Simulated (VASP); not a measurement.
# BN (P6_3/mmc) in VASP: notebook

Runs on BN. Level: LDA. Tasks: relaxation of cell and atoms.

All numbers are computed with VASP 6.6.1; they aren't measurements. Logs are shortened: lines on timing, memory, paths and dates and some standing lists are left out, and cuts for length are marked.

### Step 1. The cell of the first run

It takes space group P6_3/mmc (No. 194, hexagonal). Conventional cell: a = 2.489 Å, b = 2.489 Å, c = 6.495 Å, α = 90.00°, β = 90.00°, γ = 120.00°. Within 1.9 Å of B (site symmetry -6m2) lie 3 N at 1.44 Å. N (site symmetry -6m2) has 3 B at 1.44 Å within 1.9 Å.

### Step 2. Relaxation of cell and atoms, LDA

Contents of INCAR:

```
SYSTEM = BN
PREC = Accurate
ENCUT = 600
EDIFF = 1E-6
ISMEAR = 0
SIGMA = 0.01
LREAL = .FALSE.
LASPH = .TRUE.
NELM = 80
ALGO = Normal
ISIF = 3
LWAVE = .FALSE.
LCHARG = .FALSE.
GGA = CA
IBRION = 2
NSW = 80
EDIFFG = -0.001
```

Contents of KPOINTS:

```
Automatic mesh
0
G
  12 12 4
  0 0 0
```

Contents of POSCAR:

```
BN
1.0
    2.4889448548      0.0000000000      0.0000000000
   -1.2444724274      2.1554894729      0.0000000000
    0.0000000000      0.0000000000      6.4953789008
B N
2 2
Direct
    0.3333333333      0.6666666667      0.2500000000
    0.6666666667      0.3333333333      0.7500000000
    0.3333333333      0.6666666667      0.7500000000
    0.6666666667      0.3333333333      0.2500000000
```

Potentials or basis: VASP PAW LDA potentials, release 64 (B, N).

Launch:

```
$ cat potpaw_LDA.64/B/POTCAR potpaw_LDA.64/N/POTCAR > POTCAR
$ mpirun -np 1 vasp_std > vasp.out
```

OUTCAR:

```text
SYSTEM = BN
   PREC = Accurate
   ENCUT = 600
   EDIFF = 1E-6
   ISMEAR = 0
   LREAL = .FALSE.
   LASPH = .TRUE.
   NELM = 80
   ISIF = 3
   GGA = CA
   IBRION = 2
   NSW = 80
   EDIFFG = -0.001

 ion  position               nearest neighbor table
   1  0.333  0.667  0.250-   4 1.44   4 1.44   4 1.44
   2  0.667  0.333  0.750-   3 1.44   3 1.44   3 1.44
   3  0.333  0.667  0.750-   2 1.44   2 1.44   2 1.44
   4  0.667  0.333  0.250-   1 1.44   1 1.44   1 1.44

  LATTYP: Found a hexagonal cell.
 ALAT       =     2.4889448548
 C/A-ratio  =     2.6096917689

  Lattice vectors:

 A1 = (   2.4889448548,   0.0000000000,   0.0000000000)
 A2 = (  -1.2444724274,   2.1554894729,   0.0000000000)
 A3 = (   0.0000000000,   0.0000000000,   6.4953789008)

Analysis of symmetry for initial positions (statically):
=====================================================================
 Subroutine PRICEL returns:
 Original cell was already a primitive cell.

 Routine SETGRP: Setting up the symmetry group for a
 hexagonal supercell.

 Subroutine GETGRP returns: Found 24 space group operations
 (whereof 12 operations were pure point group operations)
 out of a pool of 24 trial point group operations.

The static configuration has the point symmetry D_3d.
 The point group associated with its full space group is D_6h.

Analysis of symmetry for dynamics (positions and initial velocities):
=====================================================================
 Subroutine PRICEL returns:
 Original cell was already a primitive cell.

 Routine SETGRP: Setting up the symmetry group for a
 hexagonal supercell.

 Subroutine GETGRP returns: Found 24 space group operations
 (whereof 12 operations were pure point group operations)
 out of a pool of 24 trial point group operations.

The dynamic configuration has the point symmetry D_3d.
 The point group associated with its full space group is D_6h.

 Subroutine INISYM returns: Found 24 space group operations
 (whereof 12 operations are pure point group operations),
 and found     1 'primitive' translations

----------------------------------------------------------------------------------------

                                     Primitive cell

  volume of cell :      34.8470

  direct lattice vectors                    reciprocal lattice vectors
     2.488944855  0.000000000  0.000000000     0.401776680  0.231965874  0.000000000
    -1.244472427  2.155489473  0.000000000     0.000000000  0.463931748  0.000000000
     0.000000000  0.000000000  6.495378901     0.000000000  0.000000000  0.153955607

  length of vectors
     2.488944855  2.488944855  6.495378901     0.463931748  0.463931748  0.153955607

  position of ions in fractional coordinates (direct lattice)
     0.333333333  0.666666667  0.250000000
     0.666666667  0.333333333  0.750000000
     0.333333333  0.666666667  0.750000000
     0.666666667  0.333333333  0.250000000

  ion indices of the primitive-cell ions
   primitive index   ion index
                 1           1
                 2           2
                 3           3
                 4           4

----------------------------------------------------------------------------------------

 KPOINTS: Automatic mesh

Automatic generation of k-mesh.
 Grid dimensions read from file:
 generate k-points for:   12   12    4

 Generating k-lattice:

  Cartesian coordinates                     Fractional coordinates (reciprocal lattice)
     0.033481390  0.019330490  0.000000000     0.083333333  0.000000000  0.000000000
     0.000000000  0.038660979  0.000000000     0.000000000  0.083333333  0.000000000
     0.000000000  0.000000000  0.038488902     0.000000000  0.000000000  0.250000000

  Length of vectors
     0.038660979  0.038660979  0.038488902

  Shift w.r.t. Gamma in fractional coordinates (k-lattice)
     0.000000000  0.000000000  0.000000000

 Subroutine IBZKPT returns following result:
 ===========================================

 Found     57 irreducible k-points:

 Following reciprocal coordinates:
            Coordinates               Weight
  0.000000  0.000000  0.000000      1.000000
  0.083333 -0.000000  0.000000      6.000000
  0.166667  0.000000  0.000000      6.000000
  0.250000 -0.000000  0.000000      6.000000
  0.333333  0.000000  0.000000      6.000000
  0.416667 -0.000000  0.000000      6.000000
[... 16 lines left out ...]
  0.250000 -0.000000  0.250000     12.000000
  0.333333  0.000000  0.250000     12.000000
 [... further k-points ...]
   k-points           NKPTS =     57   k-points in BZ     NKDIM =     57   number of bands    NBANDS=     12
   number of dos      NEDOS =    301   number of ions     NIONS =      4
   total plane-waves  NPLWV =  21600
   dimension x,y,z NGX =    20 NGY =   20 NGZ =   54
   dimension x,y,z NGXF=    40 NGYF=   40 NGZF=  108
   ions per type =               2   2
   NGX,Y,Z   is equivalent  to a cutoff of  13.36, 13.36, 13.82 a.u.
   NGXF,Y,Z  is equivalent  to a cutoff of  26.72, 26.72, 27.64 a.u.
 SYSTEM =  BN
   PREC   = accura    normal or accurate (medium, high low for compatibility)
   ISTART =      0    job   : 0-new  1-cont  2-samecut
   ICHARG =      2    charge: 1-file 2-atom 10-const
   ISPIN  =      1    spin polarized calculation?
   LNONCOLLINEAR =      F non collinear calculations
   LSORBIT =      F    spin-orbit coupling
   LASPH  =      T    aspherical Exc in radial PAW
   ENCUT  =  600.0 eV  44.10 Ry    6.64 a.u.   4.97  4.97 12.97*2*pi/ulx,y,z
   NELM   =     80;   NELMIN=  2; NELMDL= -5     # of ELM steps
   EDIFF  = 0.1E-05   stopping-criterion for ELM
   LREAL  =      F    real-space projection
   EDIFFG = -.1E-02   stopping-criterion for IOM
   NSW    =     80    number of steps for IOM
   IBRION =      2    ionic relax: 0-MD 1-quasi-New 2-CG
   NFREE  =      1    steps in history (QN), initial steepest desc. (CG)
   ISIF   =      3    stress and relaxation
   ISYM   =      2    0-nonsym 1-usesym 2-fastsym
   POTIM  = 0.5000    time-step for ionic-motion
   TEBEG  =    0.0;   TEEND  =   0.0 temperature during run
   PSTRESS=    0.0 pullay stress
   NELECT =      16.0000    total number of electrons
   NUPDOWN=      -1.0000    fix difference up-down
   EMIN   =  10.00;   EMAX   =-10.00  energy-range for DOS
   EFERMI =   0.00;   METHOD = LEGACY
   ISMEAR =     0;   SIGMA  =   0.01  broadening in eV -4-tet -1-fermi 0-gaus
   EFERMI_NEDOS =   21; number of points for ismear=-14 and -15
   IALGO  =     38    algorithm
   IMIX   =      4    mixing-type and parameters
     AMIX     =   0.40;   BMIX     =  1.00
     AMIX_MAG =   1.60;   BMIX_MAG =  1.00
  volume/ion in A,a.u.               =       8.71        58.79
  Fermi-wavevector in a.u.,A,eV,Ry     =   1.262970  2.386667 21.702551  1.595092
  Thomas-Fermi vector in A             =   2.396351
   LORBIT       =      0    0 simple, 1 ext, 2 COOP (PROOUT), +10 PAW based schemes
   GGA     = CA    functional components
   LHFCALC =     F    Hartree Fock is set to
   AEXX    =    0.0000 exact exchange contribution
   IVDW    =     0    specifies the selected vdW correction
   LEPSILON=     F    determine dielectric tensor
   LRPA    =     F    only Hartree local field effects (RPA)
 conjugate gradient relaxation of ions
 non-spin polarized calculation
 Gauss-broadening in eV      SIGMA  =   0.01
  energy-cutoff  :      600.00
  volume of cell :       34.85
 maximum number of plane-waves:      1191
 NGX is ok and might be reduce to    20
   NGX =  9   NGY =  9   NGZ = 25

--------------------------------------- Ionic step        1  -------------------------------------------

 number of electron      16.0000001 magnetization

 Free energy of the ion-electron system (eV)
  ---------------------------------------------------
  ext. energy  EPLUGINS =         0.00000000
  ---------------------------------------------------
  free energy    TOTEN  =       -38.58522764 eV

  energy without entropy =      -38.58522764  energy(sigma->0) =      -38.58522764

------------------------ aborting loop because EDIFF is reached ----------------------------------------

  FORCE on cell =-STRESS in cart. coord.  units (eV):
  Direction    XX          YY          ZZ          XY          YZ          ZX
  --------------------------------------------------------------------------------------
  -------------------------------------------------------------------------------------
  Total        0.1227745      0.1227745     -0.0553886     -0.0000000      0.0000000      0.0000000
  in kB        5.6448582      5.6448582     -2.5466265     -0.0000000      0.0000000      0.0000000
  external PRESSURE =       2.9143633 kB  Pullay stress =       0.0000000 kB
[... 95 lines left out ...]
  FREE ENERGIE OF THE ION-ELECTRON SYSTEM (eV)
  ---------------------------------------------------
  free  energy   TOTEN  =       -38.5853017500 eV

  energy  without entropy=      -38.5853017500  energy(sigma->0) =      -38.58530175

[... ionic steps 4 to 10 ...]

--------------------------------------- Ionic step       11  -------------------------------------------

 number of electron      16.0000000 magnetization

------------------------ aborting loop because EDIFF is reached ----------------------------------------

  FORCE on cell =-STRESS in cart. coord.  units (eV):
  Direction    XX          YY          ZZ          XY          YZ          ZX
  --------------------------------------------------------------------------------------
  -------------------------------------------------------------------------------------
  Total       -0.0047273     -0.0047273      0.0020394      0.0000000     -0.0000000      0.0000000
  in kB       -0.2192178     -0.2192178      0.0945732      0.0000000     -0.0000000      0.0000000
  external PRESSURE =      -0.1146208 kB  Pullay stress =       0.0000000 kB
[... 61 lines left out ...]
  energy  without entropy=      -38.5855369156  energy(sigma->0) =      -38.58553692

--------------------------------------- Ionic step       13  -------------------------------------------

 number of electron      16.0000000 magnetization

 Free energy of the ion-electron system (eV)
  ---------------------------------------------------
  ext. energy  EPLUGINS =         0.00000000
  ---------------------------------------------------
  free energy    TOTEN  =       -38.58554358 eV

  energy without entropy =      -38.58554358  energy(sigma->0) =      -38.58554358

 E-fermi :   2.6182     XC(G=0): -10.7535

 val. band max:        2.5154060490   @ k =   0.3333   0.2500   0.0000
 cond. band min:       6.5416375836   @ k =   0.5000  -0.0000   0.0000
 fundamental gap:      4.0262315347
 Fermi energy:         2.6181955197

 k-point     1 :       0.0000    0.0000    0.0000
  band No.  band energies     occupation
      1     -15.2405      2.00000
      2     -14.8447      2.00000
      3      -4.0762      2.00000
      4      -1.5216      2.00000
      5       1.1623      2.00000
      6       1.1623      2.00000
      7       1.2125      2.00000
      8       1.2125      2.00000
      9       7.6529      0.00000
     10      12.9746      0.00000
     11      14.0375      0.00000
     12      14.0375      0.00000
[... 331 lines left out ...]
 k-point    24 :       0.3333    0.0000    0.2500
  band No.  band energies     occupation
      1     -13.1679      2.00000
      2     -12.9657      2.00000
      3      -4.3993      2.00000
      4      -4.3185      2.00000
      5      -1.1282      2.00000
      6      -1.0699      2.00000
      7      -0.9207      2.00000
      8       0.5484      2.00000
      9       9.1960      0.00000
     10       9.9341      0.00000
     11      11.4989      0.00000
     12      12.8426      0.00000

 [... further k-points ...]
[... 5 lines left out ...]
  --------------------------------------------------------------------------------------
  -------------------------------------------------------------------------------------
  Total        0.0012491      0.0012491     -0.0018661      0.0000000     -0.0000000      0.0000000
  in kB        0.0579271      0.0579271     -0.0865383      0.0000000     -0.0000000      0.0000000
  external PRESSURE =       0.0097720 kB  Pullay stress =       0.0000000 kB
[... 19 lines left out ...]
  FREE ENERGIE OF THE ION-ELECTRON SYSTEM (eV)
  ---------------------------------------------------
  free  energy   TOTEN  =       -38.5855435767 eV

  energy  without entropy=      -38.5855435767  energy(sigma->0) =      -38.58554358

 reached required accuracy - stopping structural energy minimisation
```

It took 2 min on 1 thread of Intel Xeon Platinum 8488C (Sapphire Rapids), shared host; peak memory 0.15 GiB.

What came out:

| Item | Value |
| --- | --- |
| Free energy | -38.5855 eV |
| Relaxed volume | 8.64 Å³/atom |
| Relaxed cell | a = 2.490 Å, b = 2.490 Å, c = 6.433 Å, α = 90.00°, β = 90.00°, γ = 120.00° |
| Space group after relaxing (to 0.05 Å) | P6_3/mmc (No. 194) |
| Energy gained by relaxing | 0.1 meV/atom |
| Ionic steps | 13 |
| Pressure after relaxing | 0.0 GPa |
| Band gap on the k mesh | 4.03 eV, indirect (least direct gap 4.43 eV) |

Step by step:
```csv
step,energy change (eV),largest force (eV/Å),pressure (GPa),volume (Å³)
1,0.0000,0.0000,0.29,34.85
2,0.0001,0.0000,-0.82,34.93
3,-0.0001,0.0000,-0.12,34.88
4,-0.0001,0.0000,-0.11,34.85
5,-0.0002,0.0000,-0.07,34.79
6,-0.0003,0.0000,-0.04,34.65
7,-0.0002,0.0000,0.05,34.39
8,-0.0003,0.0000,-0.04,34.59
9,-0.0003,0.0000,0.02,34.49
10,-0.0003,0.0000,-0.03,34.56
11,-0.0003,0.0000,-0.01,34.55
12,-0.0003,0.0000,0.14,34.54
13,-0.0003,0.0000,0.00,34.55
```

Final structure:
```
B N
1.0
     2.49022    0.00000    0.00000
    -1.24511    2.15659    0.00000
     0.00000    0.00000    6.43324
B N
2 2
Direct
  0.33333 0.66667 0.25000
  0.66667 0.33333 0.75000
  0.33333 0.66667 0.75000
  0.66667 0.33333 0.25000
```

A k mesh can miss the band edges. LDA usually gives volumes a few per cent too small.

### Step 3. Relaxation of cell and atoms, LDA

This run uses another cell than the first one, of 8.97 Å³/atom, 1.029 times its volume.

Contents of INCAR:

```
PREC = Accurate
ENCUT = 600
EDIFF = 1E-6
ISMEAR = 0
SIGMA = 0.02
LREAL = F
LASPH = T
NELM = 80
ALGO = Normal
ISIF = 3
LWAVE = F
LCHARG = F
IBRION = 2
NSW = 100
EDIFFG = -0.005
```

Contents of KPOINTS:

```
regular mesh
0
Gamma
  12 12 4
```

Contents of POSCAR:

```
BN
1.0
    2.4982400000      0.0000000000      0.0000000000
   -1.2491200000      2.1635393048      0.0000000000
    0.0000000000      0.0000000000      6.6357000000
B N
2 2
Direct
    0.3333333333      0.6666666667      0.2500000000
    0.6666666667      0.3333333333      0.7500000000
    0.3333333333      0.6666666667      0.7500000000
    0.6666666667      0.3333333333      0.2500000000
```

Potentials or basis: VASP PAW LDA potentials, release 64 (B, N).

Launch:

```
$ cat potpaw_LDA.64/B/POTCAR potpaw_LDA.64/N/POTCAR > POTCAR
$ mpirun -np 1 vasp_std > vasp.out
```

Run time: 2.6 min. Hardware: 1 thread of Intel Xeon Platinum 8488C (Sapphire Rapids), shared host; peak memory 0.15 GiB.

The run converged. Its results:

```
Free energy                            : -38.5874 eV
Relaxed volume                         : 8.63 Å³/atom
Relaxed cell                           : a = 2.490 Å, b = 2.490 Å, c = 6.430 Å, α = 90.00°, β = 90.00°, γ = 120.00°
Space group after relaxing (to 0.05 Å) : P6_3/mmc (No. 194)
Energy gained by relaxing              : 1.4 meV/atom
Ionic steps                            : 12
Pressure after relaxing                : 0.0 GPa
Band gap on the k mesh                 : 4.03 eV, indirect (least direct gap 4.43 eV)
```

The path:
```
step  energy change (eV)  largest force (eV/Å)  pressure (GPa)  volume (Å³)
   1              0.0000                0.0000           -2.65        35.87
   2              0.0074                0.0000            4.69        35.10
   3             -0.0028                0.0000           -0.23        35.60
   4             -0.0028                0.0000           -0.18        35.60
   5             -0.0031                0.0000           -0.14        35.53
   6             -0.0039                0.0000           -0.10        35.33
   7             -0.0051                0.0000           -0.02        34.94
   8             -0.0051                0.0000            0.22        34.16
   9             -0.0055                0.0000            0.08        34.56
  10             -0.0055                0.0000            0.10        34.53
  11             -0.0052                0.0000           -0.88        34.61
  12             -0.0055                0.0000            0.00        34.53
```

Final structure:
```
B N
1.0
     2.49018    0.00000    0.00000
    -1.24509    2.15656    0.00000
     0.00000    0.00000    6.43049
B N
2 2
Direct
  0.33333 0.66667 0.25000
  0.66667 0.33333 0.75000
  0.33333 0.66667 0.75000
  0.66667 0.33333 0.25000
```

Levels at points of the mesh, in eV from the valence-band top:
```tsv
k point	band 4	band 5	band 6	band 7	band 8	band 9	band 10	band 11	band 12
(0.00, 0.00, 0.00)	-4.03	-1.35	-1.35	-1.30	-1.30	5.14	10.46	11.52	11.52
(0.50, 0.00, 0.00)	-8.89	-4.22	-4.13	-1.64	-0.40	4.03	5.68	9.63	10.06
(0.00, 0.00, 0.50)	-5.47	-1.33	-1.33	-1.33	-1.33	7.76	7.76	11.60	11.60
(0.50, 0.00, 0.50)	-8.94	-4.18	-4.18	-0.99	-0.99	4.55	4.55	10.07	10.07
```
